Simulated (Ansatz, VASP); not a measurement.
This is a calculation of BaTiO3 for VASP 6.6.1.

The input INCAR:

```
  PREC = Accurate
  ENCUT = 910
  EDIFF = 1E-6
  ISMEAR = -1
  SIGMA = 0.05
  LREAL = False
  LASPH = True
  NELM = 120
  ALGO = Normal
  ISIF = 2
  LWAVE = False
  LCHARG = False
  GGA = PE
  NBANDS = 28
  GGA_COMPAT = False
```

KPOINTS

```
regular mesh
0
Gamma
  7 7 7
```

File POSCAR:

```
BaTiO3
1.0
    4.0118948090      0.0000000000      0.0000000000
    0.0000000000      2.8556879648      2.8639926021
    0.0000000000     -2.8556879648      2.8639926021
Ba Ti O
1 1 3
Direct
    0.0000000000      0.0000000000      0.0000000000
    0.5000000000      0.5124000000      0.5124000000
    0.5000000000      0.9918400000      0.5052400000
    0.5000000000      0.5052400000      0.9918400000
    0.0000000000      0.4874000000      0.4874000000
```

Potentials or basis: VASP PAW PBE potentials, release 64 (Ba_sv, Ti_sv, O_h).

The run is started by

```console
$ cat potpaw_PBE.64/Ba_sv/POTCAR potpaw_PBE.64/Ti_sv/POTCAR potpaw_PBE.64/O_h/POTCAR > POTCAR
$ mpirun -np 1 vasp_std > vasp.out
```

Q: Set up the same calculation for Ansatz 0.2.0. Potentials there: Ansatz PAW.

A: As run (the cutoff follows the program's own potentials):

File input.yaml:

```yaml
crystal:
  lattice:
    - [4.011894809, 0.0, 0.0]
    - [0.0, 2.8556879648, 2.8639926021]
    - [0.0, -2.8556879648, 2.8639926021]
  atoms:
    - { symbol: Ba, position: [0.0, 0.0, 0.0] }
    - { symbol: Ti, position: [0.5, 0.5124, 0.5124] }
    - { symbol: O, position: [0.5, 0.99184, 0.50524] }
    - { symbol: O, position: [0.5, 0.50524, 0.99184] }
    - { symbol: O, position: [0.0, 0.4874, 0.4874] }
hamiltonian:
  xc: pbe
  pseudopotentials: { kind: paw }
kpoints:
  mp_grid: { grid: [7, 7, 7] }
scf:
  occupations: { method: fermi_dirac, width: 0.05 }
output:
  forces: true
  stress: true
  eigenvalues: true
```

Potentials or basis: Ansatz PAW.

The run is started by

```console
$ ansatz run input.yaml --threads 2 --pin off --max-ram 5632MiB --backend cpu --events-out ev --progress --plain --runs-dir out
```

Both were run:

|  | VASP | Ansatz | Ansatz less VASP |
| --- | --- | --- | --- |
| gap on the k mesh at the Fermi level (eV) | 1.88 | 1.94 | +0.056 |
| least direct gap on the mesh (eV) | 2.04 | 2.06 | +0.021 |
| rms of the force components (eV/Å) | 0.152 | 0.155 | +0.0036 |

Atom by atom the forces differ by 0.009 eV/Å (rms over components). With one functional, cell and mesh, what is left measures potentials, basis and numerics.

Neither program's run includes spin-orbit coupling. Noted on VASP's run: the cutoff is short for stress, so the pressure is rough. Noted on Ansatz's run: odd divisions of the mesh miss points on the zone boundary, where band edges often lie, so the gap on the mesh can be too wide.
